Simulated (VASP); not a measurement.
# InP (F-43m) in VASP: further runs, part 2 of 2

VASP 6.6.1. The steps go on from the part before.

## 4. Electric field gradients, PBE

This run uses another cell than the first one, of 25.17 Å³/atom, 1.053 times its volume.

File INCAR:

```
SYSTEM = InP
ALGO     = Normal         ! electronic algorithm
EDIFF    = 1E-8           ! SCF threshold, eV
ENCUT    = 520            ! plane-wave cutoff, eV
GGA      = PE             ! functional
ISIF     = 2              ! what is computed and relaxed
ISMEAR   = -1             ! smearing method
LASPH    = .TRUE.         ! aspherical terms in the spheres
LCHARG   = .FALSE.        ! write CHGCAR
LEFG     = .TRUE.       
LREAL    = .FALSE.        ! projectors in reciprocal space
LWAVE    = .FALSE.        ! write WAVECAR
NBANDS   = 16             ! bands
NELM     = 80             ! most SCF steps
PREC     = Accurate       ! precision mode
SIGMA    = 0.03           ! smearing width, eV
```

File KPOINTS:

```
k-points
0
G
  11 11 11
  0 0 0
```

File POSCAR:

```
InP
1.0
    0.0000000000      2.9305000000      2.9305000000
    2.9305000000      0.0000000000      2.9305000000
    2.9305000000      2.9305000000      0.0000000000
In P
1 1
Direct
    0.0000000000      0.0000000000      0.0000000000
    0.7500000000      0.7500000000      0.7500000000
```

Potentials or basis: VASP PAW PBE potentials, release 64 (In_d, P).

Started as:

```bash
$ cat potpaw_PBE.64/In_d/POTCAR potpaw_PBE.64/P/POTCAR > POTCAR
$ mpirun -np 1 vasp_std > vasp.out
```

OUTCAR:

```text
SYSTEM = InP
   EDIFF = 1E-8
   ENCUT = 520
   GGA = PE
   ISIF = 2
   ISMEAR = -1
   LASPH = .TRUE.
   LREAL = .FALSE.
   NELM = 80
   PREC = Accurate

 ion  position               nearest neighbor table
   1  0.000  0.000  0.000-   2 2.54   2 2.54   2 2.54   2 2.54
   2  0.750  0.750  0.750-   1 2.54   1 2.54   1 2.54   1 2.54

  LATTYP: Found a face centered cubic cell.
 ALAT       =     5.8610000000

  Lattice vectors:

 A1 = (   0.0000000000,   2.9305000000,   2.9305000000)
 A2 = (   2.9305000000,   0.0000000000,   2.9305000000)
 A3 = (   2.9305000000,   2.9305000000,   0.0000000000)

Analysis of symmetry for initial positions (statically):
=====================================================================
 Subroutine PRICEL returns:
 Original cell was already a primitive cell.

 Routine SETGRP: Setting up the symmetry group for a
 face centered cubic supercell.

 Subroutine GETGRP returns: Found 24 space group operations
[... 642 lines left out ...]
  volume of cell :       50.33
      direct lattice vectors                 reciprocal lattice vectors
     0.000000000  2.930500000  2.930500000    -0.170619348  0.170619348  0.170619348
     2.930500000  0.000000000  2.930500000     0.170619348 -0.170619348  0.170619348
     2.930500000  2.930500000  0.000000000     0.170619348  0.170619348 -0.170619348

 POSITION                                       TOTAL-FORCE (eV/Angst)
 -----------------------------------------------------------------------------------
      0.00000      0.00000      0.00000         0.000000      0.000000      0.000000
      4.39575      4.39575      4.39575        -0.000000     -0.000000     -0.000000
 -----------------------------------------------------------------------------------
    total drift:                                0.000000      0.000000      0.000000

  FREE ENERGIE OF THE ION-ELECTRON SYSTEM (eV)
  ---------------------------------------------------
  free  energy   TOTEN  =        -8.3827156308 eV

  energy  without entropy=       -8.3827156148  energy(sigma->0) =       -8.38271562

 Electric field gradients (V/A^2)
---------------------------------------------------------------------
 ion       V_xx      V_yy      V_zz      V_xy      V_xz      V_yz
---------------------------------------------------------------------
   1       0.000     0.000    -0.000     0.002     0.002     0.002
   2       0.000     0.000    -0.000    -0.000    -0.000    -0.000
---------------------------------------------------------------------

 Electric field gradients after diagonalization (V/A^2)
 (convention: |V_zz| > |V_xx| > |V_yy|)
----------------------------------------------------------------------
 ion       V_xx      V_yy      V_zz     asymmetry (V_yy - V_xx)/ V_zz
----------------------------------------------------------------------
   1      -0.002    -0.002     0.005       0.000
   2       0.000     0.000    -0.001       0.000
----------------------------------------------------------------------

           NMR quadrupolar parameters

 Cq : quadrupolar parameter    Cq=e*Q*V_zz/h
 eta: asymmetry parameters     (V_yy - V_xx)/ V_zz
 Q  : nuclear electric quadrupole moment in mb (millibarn)
----------------------------------------------------------------------
 ion       Cq(MHz)       eta       Q (mb)
----------------------------------------------------------------------
   1       0.000       0.000       1.000
   2      -0.000       0.000       1.000
----------------------------------------------------------------------
```

OSZICAR:

```text
N       E                     dE             d eps       ncg     rms          rms(c)
DAV:   1     0.113807326077E+03    0.11381E+03   -0.84075E+03  1800   0.124E+03
DAV:   2    -0.126250310626E+01   -0.11507E+03   -0.11004E+03  2000   0.299E+02
DAV:   3    -0.859984406851E+01   -0.73373E+01   -0.73094E+01  2304   0.743E+01
DAV:   4    -0.879563862917E+01   -0.19579E+00   -0.19573E+00  2360   0.131E+01
DAV:   5    -0.880418703709E+01   -0.85484E-02   -0.85483E-02  2584   0.230E+00    0.570E+00
DAV:   6    -0.841082968726E+01    0.39336E+00   -0.62011E-01  2872   0.129E+01    0.342E+00
DAV:   7    -0.838152345926E+01    0.29306E-01   -0.16149E-01  2632   0.320E+00    0.126E+00
DAV:   8    -0.838187191399E+01   -0.34845E-03   -0.15696E-02  2248   0.148E+00    0.335E-01
DAV:   9    -0.838249373840E+01   -0.62182E-03   -0.13234E-03  2232   0.386E-01    0.158E-01
DAV:  10    -0.838264075103E+01   -0.14701E-03   -0.24786E-04  2816   0.209E-01    0.105E-01
DAV:  11    -0.838271541483E+01   -0.74664E-04   -0.11190E-04  2104   0.917E-02    0.406E-02
DAV:  12    -0.838271508308E+01    0.33174E-06   -0.80010E-06  2224   0.305E-02    0.124E-02
DAV:  13    -0.838271545091E+01   -0.36783E-06   -0.13933E-06  2256   0.596E-03    0.963E-03
DAV:  14    -0.838271560831E+01   -0.15740E-06   -0.22610E-07  2288   0.458E-03    0.184E-03
DAV:  15    -0.838271562713E+01   -0.18818E-07   -0.10132E-08  1920   0.881E-04    0.133E-03
DAV:  16    -0.838271563720E+01   -0.10067E-07   -0.36460E-09  1768   0.701E-04    0.187E-04
DAV:  17    -0.838271563083E+01    0.63708E-08   -0.10771E-09  1192   0.352E-04
   1 F= -.83827156E+01 E0= -.83827156E+01  d E =-.160189E-07
```

Run time: 42 s. Hardware: 1 thread of Intel Xeon Platinum 8259CL at 2.50GHz (Skylake/Cascade Lake), shared host; peak memory 0.2 GiB.

Results:

- Free energy: -8.3827 eV
- Pressure: 3.3 GPa
- Band gap on the k mesh: 0.71 eV, direct

Caveat: without QUAD_EFG the Cq values of the log hold for a quadrupole moment of 1 mb, not for the nuclei; spin-orbit coupling is left out, which moves the levels of the heavy elements.

## 5. The runs side by side

```csv
cell,gap on the mesh (eV),pressure (GPa)
"a = 4.074 Å, angles 60.0°, 2 atoms",0.99,7.6
"a = 4.110 Å, angles 60.0°, 2 atoms",0.85,5.3
"a = 4.144 Å, angles 60.0°, 2 atoms",0.71,3.3
```

Alike in all rows: task electric field gradients; level PBE; potentials or basis VASP PAW PBE potentials, release 64 (In_d, P); no spin polarisation; k mesh 11 × 11 × 11; cutoff (eV) 520; smearing fermi-dirac 0.03 eV.

Caveats: spin-orbit coupling is left out, which moves the levels of the heavy elements.

Absolute energies hang on the potentials; compare differences alone.
